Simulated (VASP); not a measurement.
# Sn (Fd-3m) in VASP: further runs

Sn is run at these levels: r2SCAN; tasks: single point.

All numbers are computed with VASP 6.6.1; they aren't measurements. Logs are shortened: lines on timing, memory, paths and dates and some standing lists are left out, and cuts for length are marked.

**1. The cell of the first run**

Symmetry: Fd-3m, No. 227, cubic system. The conventional cell has a = 6.467 Å, b = 6.467 Å, c = 6.467 Å, α = 90.00°, β = 90.00°, γ = 90.00°. Sn (site symmetry -43m) has 4 Sn at 2.80 Å within 3.7 Å.

**2. Single point, r2SCAN**

File POSCAR:

```
Sn
1.0
    0.0000000000      3.2333400000      3.2333400000
    3.2333400000      0.0000000000      3.2333400000
    3.2333400000      3.2333400000      0.0000000000
Sn
2
Direct
    0.0000000000      0.0000000000      0.0000000000
    0.2500000000      0.2500000000      0.2500000000
```

File INCAR.step1:

```
SYSTEM = Sn
PREC = Accurate
ENCUT = 520
ISMEAR = -1
SIGMA = 0.15
LREAL = .FALSE.
LASPH = .TRUE.
NELM = 100
NBANDS = 21
GGA = PE
ALGO = Normal
EDIFF = 1E-4
LWAVE = .TRUE.
LCHARG = .FALSE.
```

File INCAR.step2:

```
SYSTEM = Sn
PREC = Accurate
ENCUT = 520
EDIFF = 1E-6
ISMEAR = -1
SIGMA = 0.15
LREAL = .FALSE.
LASPH = .TRUE.
NELM = 100
ALGO = Normal
ISIF = 2
LWAVE = .FALSE.
LCHARG = .FALSE.
METAGGA = R2SCAN
LMIXTAU = .TRUE.
NBANDS = 21
ISTART = 1
```

File KPOINTS:

```
Automatic mesh
0
G
  6 6 6
  0 0 0
```

Potentials or basis: VASP PAW PBE potentials, release 64 (Sn_d).

Started as:

```bash
$ cat potpaw_PBE.64/Sn_d/POTCAR > POTCAR
$ cp INCAR.step1 INCAR
$ mpirun -np 1 vasp_std > vasp.out
$ cp INCAR.step2 INCAR
$ mpirun -np 1 vasp_std > vasp.out
```

OUTCAR:

```text
SYSTEM = Sn
   PREC = Accurate
   ENCUT = 520
   EDIFF = 1E-6
   ISMEAR = -1
   LREAL = .FALSE.
   LASPH = .TRUE.
   NELM = 100
   ISIF = 2
   METAGGA = R2SCAN
   ISTART = 1

 ion  position               nearest neighbor table
   1  0.000  0.000  0.000-   2 2.80   2 2.80   2 2.80   2 2.80
   2  0.250  0.250  0.250-   1 2.80   1 2.80   1 2.80   1 2.80

  LATTYP: Found a face centered cubic cell.
 ALAT       =     6.4666800000

  Lattice vectors:

 A1 = (   0.0000000000,   3.2333400000,   3.2333400000)
 A2 = (   3.2333400000,   0.0000000000,   3.2333400000)
 A3 = (   3.2333400000,   3.2333400000,   0.0000000000)

Analysis of symmetry for initial positions (statically):
=====================================================================
 Subroutine PRICEL returns:
 Original cell was already a primitive cell.

 Routine SETGRP: Setting up the symmetry group for a
 face centered cubic supercell.

 Subroutine GETGRP returns: Found 48 space group operations
 (whereof 24 operations were pure point group operations)
 out of a pool of 48 trial point group operations.

The static configuration has the point symmetry T_d .
 The point group associated with its full space group is O_h .

Analysis of symmetry for dynamics (positions and initial velocities):
=====================================================================
 Subroutine PRICEL returns:
 Original cell was already a primitive cell.

 Routine SETGRP: Setting up the symmetry group for a
 face centered cubic supercell.

 Subroutine GETGRP returns: Found 48 space group operations
 (whereof 24 operations were pure point group operations)
 out of a pool of 48 trial point group operations.

The dynamic configuration has the point symmetry T_d .
 The point group associated with its full space group is O_h .

 Subroutine INISYM returns: Found 48 space group operations
 (whereof 24 operations are pure point group operations),
 and found     1 'primitive' translations

----------------------------------------------------------------------------------------

                                     Primitive cell

  volume of cell :      67.6058

  direct lattice vectors                    reciprocal lattice vectors
     0.000000000  3.233340000  3.233340000    -0.154638856  0.154638856  0.154638856
[... 71 lines left out ...]
   ISPIN  =      1    spin polarized calculation?
   LNONCOLLINEAR =      F non collinear calculations
   LSORBIT =      F    spin-orbit coupling
   LASPH  =      T    aspherical Exc in radial PAW
   ENCUT  =  520.0 eV  38.22 Ry    6.18 a.u.   8.50  8.50  8.50*2*pi/ulx,y,z
   NELM   =    100;   NELMIN=  2; NELMDL=  0     # of ELM steps
   EDIFF  = 0.1E-05   stopping-criterion for ELM
   LREAL  =      F    real-space projection
   EDIFFG = 0.1E-04   stopping-criterion for IOM
   NSW    =      0    number of steps for IOM
   IBRION =     -1    ionic relax: 0-MD 1-quasi-New 2-CG
   NFREE  =      0    steps in history (QN), initial steepest desc. (CG)
   ISIF   =      2    stress and relaxation
   ISYM   =      2    0-nonsym 1-usesym 2-fastsym
   POTIM  = 0.5000    time-step for ionic-motion
   TEBEG  =    0.0;   TEEND  =   0.0 temperature during run
   PSTRESS=    0.0 pullay stress
   NELECT =      28.0000    total number of electrons
   NUPDOWN=      -1.0000    fix difference up-down
   EMIN   =  10.00;   EMAX   =-10.00  energy-range for DOS
   EFERMI =   0.00;   METHOD = LEGACY
   ISMEAR =    -1;   SIGMA  =   0.15  broadening in eV -4-tet -1-fermi 0-gaus
   EFERMI_NEDOS =   21; number of points for ismear=-14 and -15
   IALGO  =     38    algorithm
   IMIX   =      4    mixing-type and parameters
     AMIX     =   0.40;   BMIX     =  1.00
     AMIX_MAG =   1.60;   BMIX_MAG =  1.00
  volume/ion in A,a.u.               =      33.80       228.11
  Fermi-wavevector in a.u.,A,eV,Ry     =   1.220299  2.306030 20.260828  1.489129
  Thomas-Fermi vector in A             =   2.355521
   LORBIT       =      0    0 simple, 1 ext, 2 COOP (PROOUT), +10 PAW based schemes
   METAGGA = R2SCAN    functional components
   LHFCALC =     F    Hartree Fock is set to
   AEXX    =    0.0000 exact exchange contribution
   IVDW    =     0    specifies the selected vdW correction
   LEPSILON=     F    determine dielectric tensor
   LRPA    =     F    only Hartree local field effects (RPA)
 non-spin polarized calculation
  energy-cutoff  :      520.00
  volume of cell :       67.61
 maximum number of plane-waves:      1853
 NGX is ok and might be reduce to    36
   NGX = 17   NGY = 17   NGZ = 17

 number of electron      28.0000008 magnetization

 Free energy of the ion-electron system (eV)
  ---------------------------------------------------
  ext. energy  EPLUGINS =         0.00000000
  ---------------------------------------------------
  free energy    TOTEN  =       -49.44734606 eV

  energy without entropy =      -49.43080981  energy(sigma->0) =      -49.43907794

 E-fermi :   5.6811     XC(G=0):  -9.6401

 val. band max:        5.4194269277   @ k =   0.0000   0.0000   0.0000
 cond. band min:       5.7034978629   @ k =   0.0000   0.0000   0.0000
 fundamental gap:      0.2840709352
 Fermi energy:         5.6811248664

 k-point     1 :       0.0000    0.0000    0.0000
  band No.  band energies     occupation
      1     -16.7248      2.00000
      2     -16.7248      2.00000
      3     -16.7248      2.00000
      4     -16.6566      2.00000
      5     -16.6566      2.00000
      6     -16.3234      2.00000
[... 373 lines left out ...]
     20      15.2907      0.00000
     21      16.5171      0.00000

------------------------ aborting loop because EDIFF is reached ----------------------------------------

  FORCE on cell =-STRESS in cart. coord.  units (eV):
  Direction    XX          YY          ZZ          XY          YZ          ZX
  --------------------------------------------------------------------------------------
  -------------------------------------------------------------------------------------
  Total        0.9675338      0.9675338      0.9675338      0.0000000      0.0000000      0.0000000
  in kB       22.9293953     22.9293953     22.9293953      0.0000000      0.0000000      0.0000000
  external PRESSURE =      22.9293953 kB  Pullay stress =       0.0000000 kB

 VOLUME and BASIS-vectors are now :
 -----------------------------------------------------------------------------
  energy-cutoff  :      520.00
  volume of cell :       67.61
      direct lattice vectors                 reciprocal lattice vectors
     0.000000000  3.233340000  3.233340000    -0.154638856  0.154638856  0.154638856
     3.233340000  0.000000000  3.233340000     0.154638856 -0.154638856  0.154638856
     3.233340000  3.233340000  0.000000000     0.154638856  0.154638856 -0.154638856

 POSITION                                       TOTAL-FORCE (eV/Angst)
 -----------------------------------------------------------------------------------
      0.00000      0.00000      0.00000         0.000000      0.000000     -0.000000
      1.61667      1.61667      1.61667        -0.000000     -0.000000      0.000000
 -----------------------------------------------------------------------------------
    total drift:                                0.000000      0.000000      0.000000

  FREE ENERGIE OF THE ION-ELECTRON SYSTEM (eV)
  ---------------------------------------------------
  free  energy   TOTEN  =       -49.4473460569 eV

  energy  without entropy=      -49.4308098134  energy(sigma->0) =      -49.43907794
```

Wall time 86 s (1 thread of AMD EPYC 7R43 (Zen 3), shared host); peak memory 0.17 GiB.

Results:

```
Free energy            : -49.4473 eV
Pressure               : 2.3 GPa
Band gap on the k mesh : zero (filled and empty bands touch)
```

Levels at points of the mesh, in eV from the Fermi level:
| k point | band 12 | band 13 | band 14 | band 15 | band 16 | band 17 |
| --- | --- | --- | --- | --- | --- | --- |
| (0.00, 0.00, 0.00) | -0.26 | 0.02 | 0.02 | 0.02 | 2.24 | 2.24 |
| (0.50, 0.00, 0.00) | -6.62 | -1.27 | -1.27 | 0.18 | 3.39 | 3.39 |
| (0.50, 0.50, 0.00) | -7.88 | -2.70 | -2.70 | 0.92 | 0.92 | 8.25 |

Caveat: the PAW data sets were made with another functional, which shifts forces and pressure a little; spin-orbit coupling is left out, which moves the levels of the heavy elements.

**3. Single point, r2SCAN**

This run uses another cell than the first one, of 34.70 Å³/atom, 1.027 times its volume.

File POSCAR:

```
Sn
1.0
    0.0000000000      3.2618290450      3.2618290450
    3.2618290450      0.0000000000      3.2618290450
    3.2618290450      3.2618290450      0.0000000000
Sn
2
Direct
    0.0000000000      0.0000000000      0.0000000000
    0.2500000000      0.2500000000      0.2500000000
```

File INCAR.step1:

```
SYSTEM = Sn
  ALGO = Normal
  EDIFF = 1E-4
  ENCUT = 520
  GGA = PE
  ISMEAR = -1
  LASPH = .True.
  LCHARG = .False.
  LREAL = .False.
  LWAVE = .True.
  NBANDS = 21
  NELM = 80
  PREC = Accurate
  SIGMA = 0.15
```

File INCAR.step2:

```
SYSTEM = Sn
  ALGO = Normal
  EDIFF = 1E-7
  ENCUT = 520
  ISIF = 2
  ISMEAR = -1
  ISTART = 1
  LASPH = .True.
  LCHARG = .False.
  LMIXTAU = .True.
  LREAL = .False.
  LWAVE = .False.
  METAGGA = R2SCAN
  NBANDS = 21
  NELM = 80
  PREC = Accurate
  SIGMA = 0.15
```

File KPOINTS:

```
k-points
0
Gamma
  6 6 6
  0 0 0
```

Potentials or basis: VASP PAW PBE potentials, release 64 (Sn_d).

Started as:

```bash
$ cat potpaw_PBE.64/Sn_d/POTCAR > POTCAR
$ cp INCAR.step1 INCAR
$ mpirun -np 1 vasp_std > vasp.out
$ cp INCAR.step2 INCAR
$ mpirun -np 1 vasp_std > vasp.out
```

It took 2.2 min on 1 thread of AMD EPYC 7R43 (Zen 3), shared host; peak memory 0.17 GiB.

It converged, with:

```
Free energy            : -49.4666 eV
Pressure               : 1.0 GPa
Band gap on the k mesh : zero (filled and empty bands touch)
```

Levels at points of the mesh, in eV from the Fermi level:
```csv
k point,band 12,band 13,band 14,band 15,band 16,band 17
"(0.00, 0.00, 0.00)",-0.43,0.05,0.05,0.05,2.26,2.26
"(0.50, 0.00, 0.00)",-6.49,-1.20,-1.20,0.15,3.40,3.40
"(0.50, 0.50, 0.00)",-7.76,-2.58,-2.58,0.98,0.98,8.10
```

Caveat: the PAW data sets were made with another functional, which shifts forces and pressure a little; spin-orbit coupling is left out, which moves the levels of the heavy elements.

**4. Single point, r2SCAN**

This run uses another cell than the first one, of 35.61 Å³/atom, 1.053 times its volume.

File POSCAR:

```
Sn
1.0
    0.0000000000      3.2898289471      3.2898289471
    3.2898289471      0.0000000000      3.2898289471
    3.2898289471      3.2898289471      0.0000000000
Sn
2
Direct
    0.0000000000      0.0000000000      0.0000000000
    0.2500000000      0.2500000000      0.2500000000
```

File INCAR.step1:

```
ALGO = Normal
EDIFF = 1E-4
ENCUT = 520
GGA = PE
ISMEAR = -1
LASPH = True
LCHARG = False
LREAL = False
LWAVE = True
NBANDS = 21
NELM = 100
PREC = Accurate
SIGMA = 0.15
```

File INCAR.step2:

```
ALGO = Normal
EDIFF = 1E-6
ENCUT = 520
ISIF = 2
ISMEAR = -1
ISTART = 1
LASPH = True
LCHARG = False
LMIXTAU = True
LREAL = False
LWAVE = False
METAGGA = R2SCAN
NBANDS = 21
NELM = 100
PREC = Accurate
SIGMA = 0.15
```

File KPOINTS:

```
k-points
0
Gamma
  6 6 6
```

Started as:

```bash
$ cat potpaw_PBE.64/Sn_d/POTCAR > POTCAR
$ cp INCAR.step1 INCAR
$ mpirun -np 1 vasp_std > vasp.out
$ cp INCAR.step2 INCAR
$ mpirun -np 1 vasp_std > vasp.out
```

Run time: 93 s. Hardware: 1 thread of AMD EPYC 7R43 (Zen 3), shared host; peak memory 0.17 GiB.

The run converged. Its results:

```
Free energy            : -49.4721 eV
Pressure               : -0.1 GPa
Band gap on the k mesh : zero (filled and empty bands touch)
```

Levels at points of the mesh, in eV from the Fermi level:
| k point | band 12 | band 13 | band 14 | band 15 | band 16 | band 17 |
| --- | --- | --- | --- | --- | --- | --- |
| (0.00, 0.00, 0.00) | -0.60 | 0.07 | 0.07 | 0.07 | 2.28 | 2.28 |
| (0.50, 0.00, 0.00) | -6.37 | -1.14 | -1.14 | 0.11 | 3.41 | 3.41 |
| (0.50, 0.50, 0.00) | -7.65 | -2.48 | -2.48 | 1.02 | 1.02 | 7.95 |

Caveat: the PAW data sets were made with another functional, which shifts forces and pressure a little; spin-orbit coupling is left out, which moves the levels of the heavy elements.

**5. Single point, r2SCAN**

This run uses another cell than the first one, of 36.51 Å³/atom, 1.080 times its volume.

File POSCAR:

```
Sn
1.0
    0.0000000000      3.3173601765      3.3173601765
    3.3173601765      0.0000000000      3.3173601765
    3.3173601765      3.3173601765      0.0000000000
Sn
2
Direct
    0.0000000000      0.0000000000      0.0000000000
    0.2500000000      0.2500000000      0.2500000000
```

File INCAR.step1:

```
SYSTEM = Sn
  ALGO = Normal
  EDIFF = 1E-4
  ENCUT = 520
  GGA = PE
  ISMEAR = -1
  LASPH = .True.
  LCHARG = .False.
  LREAL = .False.
  LWAVE = .True.
  NBANDS = 21
  NELM = 80
  PREC = Accurate
  SIGMA = 0.15
```

File INCAR.step2:

```
SYSTEM = Sn
  ALGO = Normal
  EDIFF = 1E-6
  ENCUT = 520
  ISIF = 2
  ISMEAR = -1
  ISTART = 1
  LASPH = .True.
  LCHARG = .False.
  LMIXTAU = .True.
  LREAL = .False.
  LWAVE = .False.
  METAGGA = R2SCAN
  NBANDS = 21
  NELM = 80
  PREC = Accurate
  SIGMA = 0.15
```

File KPOINTS:

```
k-points
0
Gamma
  6 6 6
  0 0 0
```

Started as:

```bash
$ cat potpaw_PBE.64/Sn_d/POTCAR > POTCAR
$ cp INCAR.step1 INCAR
$ mpirun -np 1 vasp_std > vasp.out
$ cp INCAR.step2 INCAR
$ mpirun -np 1 vasp_std > vasp.out
```

It took 1.8 min on 1 thread of AMD EPYC 7R43 (Zen 3), shared host; peak memory 0.18 GiB.

The run converged. Its results:

* Free energy: -49.4659 eV
* Pressure: -1.1 GPa
* Band gap on the k mesh: zero (filled and empty bands overlap)

Levels at points of the mesh, in eV from the Fermi level:
| k point | band 10 | band 11 | band 12 | band 13 | band 14 | band 15 | band 16 | band 17 | band 18 | band 19 |
| --- | --- | --- | --- | --- | --- | --- | --- | --- | --- | --- |
| (0.00, 0.00, 0.00) | -21.86 | -10.61 | -0.76 | 0.09 | 0.09 | 0.09 | 2.29 | 2.29 | 2.29 | 5.41 |
| (0.50, 0.00, 0.00) | -21.82 | -9.02 | -6.27 | -1.09 | -1.09 | 0.08 | 3.42 | 3.42 | 6.05 | 8.69 |
| (0.50, 0.50, 0.00) | -21.80 | -7.55 | -7.55 | -2.38 | -2.38 | 1.06 | 1.06 | 7.80 | 7.80 | 9.42 |

Caveat: the PAW data sets were made with another functional, which shifts forces and pressure a little; spin-orbit coupling is left out, which moves the levels of the heavy elements.

**6. The runs side by side**

| cell | gap on the mesh (eV) | pressure (GPa) |
| --- | --- | --- |
| a = 4.573 Å, angles 60.0°, 2 atoms | none | 2.3 |
| a = 4.613 Å, angles 60.0°, 2 atoms | none | 1.0 |
| a = 4.653 Å, angles 60.0°, 2 atoms | none | -0.1 |
| a = 4.691 Å, angles 60.0°, 2 atoms | none | -1.1 |

Alike in all rows: task single point; level r2SCAN; potentials or basis VASP PAW PBE potentials, release 64 (Sn_d); no spin polarisation; k mesh 6 × 6 × 6; cutoff (eV) 520; smearing fermi-dirac 0.15 eV.

Caveats: the PAW data sets were made with another functional, which shifts forces and pressure a little; spin-orbit coupling is left out, which moves the levels of the heavy elements.

Total energies depend on the potentials used, so only differences within one code and one set of settings carry meaning.
